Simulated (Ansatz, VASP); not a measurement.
Two plane-wave programs on Si2Mo

File INCAR:

```
SYSTEM = Si2Mo
  ALGO = Normal
  EDIFF = 1E-7
  ENCUT = 520
  GGA = PS
  ISIF = 2
  ISMEAR = 0
  LASPH = .TRUE.
  LCHARG = .FALSE.
  LREAL = .FALSE.
  LWAVE = .FALSE.
  NBANDS = 43
  NELM = 100
  PREC = Accurate
  SIGMA = 0.15
```

Contents of KPOINTS:

```
k-points
0
G
  12 12 6
  0 0 0
```

Contents of POSCAR:

```
Si2Mo
1.0
    4.5744403909      0.0000000000      0.0000000000
   -2.2872201955      3.9615815866      0.0000000000
    0.0000000000      0.0000000000      6.5665572496
Si Mo
6 3
Direct
    0.1641680652      0.8358319348      0.8523691835
    0.3283361304      0.1641680652      0.1857025168
    0.8358319348      0.6716638696      0.5190358502
    0.8358319348      0.1641680652      0.8523691835
    0.6716638696      0.8358319348      0.1857025168
    0.1641680652      0.3283361304      0.5190358502
    0.5000000000      0.0000000000      0.5000000000
    0.0000000000      0.5000000000      0.1666666667
    0.5000000000      0.5000000000      0.8333333333
```

Input for Ansatz:

```yaml
crystal:
  lattice:
    - [4.5744403909, 0.0, 0.0]
    - [-2.2872201955, 3.9615815866, 0.0]
    - [0.0, 0.0, 6.5665572496]
  atoms:
    - { symbol: Si, position: [0.1641680652, 0.8358319348, 0.8523691835] }
    - { symbol: Si, position: [0.3283361304, 0.1641680652, 0.1857025168] }
    - { symbol: Si, position: [0.8358319348, 0.6716638696, 0.5190358502] }
    - { symbol: Si, position: [0.8358319348, 0.1641680652, 0.8523691835] }
    - { symbol: Si, position: [0.6716638696, 0.8358319348, 0.1857025168] }
    - { symbol: Si, position: [0.1641680652, 0.3283361304, 0.5190358502] }
    - { symbol: Mo, position: [0.5, 0.0, 0.5] }
    - { symbol: Mo, position: [0.0, 0.5, 0.1666666667] }
    - { symbol: Mo, position: [0.5, 0.5, 0.8333333333] }
basis:
  ecutwfc: 420
kpoints:
  mp_grid: { grid: [12, 12, 6] }
hamiltonian:
  xc: pbesol
scf:
  occupations: { method: gaussian, width: 0.15 }
output:
  forces: true
  stress: true
  eigenvalues: true
```

Change from the starting cell: all Si atoms moved +0.125 Å, as atom 1 along Cartesian [0 0 1].

Alike in both runs: task single point; functional PBEsol; k mesh 12 × 12 × 6; occupations gaussian, width 0.15 eV; no spin polarisation.

|  | VASP | Ansatz |
| --- | --- | --- |
| version | VASP 6.6.1 | Ansatz 0.2.0 |
| potentials or method | VASP PAW PBE potentials, release 64 (Si, Mo_sv), cutoff 520 eV | scalar-relativistic, plane waves, PAW |
| valence electrons in the cell | 66 | 66 |

Ansatz gave:

* gap on the k mesh at the Fermi level (eV): 0.06
* least direct gap on the mesh (eV): 0.53
* pressure (GPa): 1.3
* traceless stress, the component that is largest in VASP (GPa): 1.77
* rms of the force components (eV/Å): 0.659

Estimate VASP's values.

gap on the k mesh at the Fermi level (eV): 0.06; least direct gap on the mesh (eV): 0.53; pressure (GPa): 1.7; traceless stress, the component that is largest in VASP (GPa): 1.81; rms of the force components (eV/Å): 0.666.

VASP's potentials were made for PBE, not for PBEsol. Atom by atom the forces differ by 0.007 eV/Å (rms over components).
